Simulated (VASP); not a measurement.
Set up this calculation in VASP 6.6.1, as the native input.

| Item | Value |
| --- | --- |
| Task | single point |
| Functional | PBEsol |
| Potentials or basis | VASP PAW PBE potentials, release 64 (Ba_sv, Ti_sv, O) |
| Cutoff | 520 eV |
| k mesh | 8 × 8 × 8 |
| Occupations | gaussian, width 0.02 eV |
| Spin | no spin polarisation |
| Dipole correction | no |
| Further INCAR settings | ALGO = Normal; EDIFF = 1e-06; NBANDS = 28 |

The structure of BaTiO3 lies in POSCAR:

```
BaTiO3
1.0
    4.1334854956      0.0000000000      0.0000000000
    0.0000000000      4.1334854956      0.0000000000
    0.0000000000      0.0000000000      3.8740311761
Ba Ti O
1 1 3
Direct
    0.5000000000      0.5000000000      0.5742306311
    0.0000000000      0.0000000000      0.0785068206
    0.0000000000      0.5000000000      0.0698559663
    0.5000000000      0.0000000000      0.0698559663
    0.0000000000      0.0000000000      0.5675476057
```

This cell differs from its parent crystal: biaxial strain in the a-b plane: +4.5 %, then relaxed in part.

These files were run (other wordings do the same):

INCAR

```
ALGO = Normal
EDIFF = 1E-6
ENCUT = 520
GGA = PS
ISIF = 2
ISMEAR = 0
LASPH = T
LCHARG = F
LREAL = F
LWAVE = F
NBANDS = 28
NELM = 60
PREC = Accurate
SIGMA = 0.02
```

KPOINTS

```
k-points
0
Gamma
  8 8 8
```

Potentials or basis: VASP PAW PBE potentials, release 64 (Ba_sv, Ti_sv, O).

Run with:

```sh
$ cat potpaw_PBE.64/Ba_sv/POTCAR potpaw_PBE.64/Ti_sv/POTCAR potpaw_PBE.64/O/POTCAR > POTCAR
$ mpirun -np 1 vasp_std > vasp.out
```

It gave:

| Property | Result |
| --- | --- |
| Pressure | -6.2 GPa |
| Largest force | 0.020 eV/Å |
| Band gap on the k mesh | 1.52 eV, indirect (least direct gap 1.71 eV) |

Caveat: the cell differs from its parent crystal (biaxial strain in the a-b plane: +4.5 %, then relaxed in part); the PAW data sets were made with another functional, which shifts forces and pressure a little; spin-orbit coupling is left out, which moves the levels of the heavy elements.

Wall time 54 s on 1 thread of Intel(R) Xeon(R) 6975P-C (Granite Rapids), with other jobs on the host, peak memory 0.27 GiB.
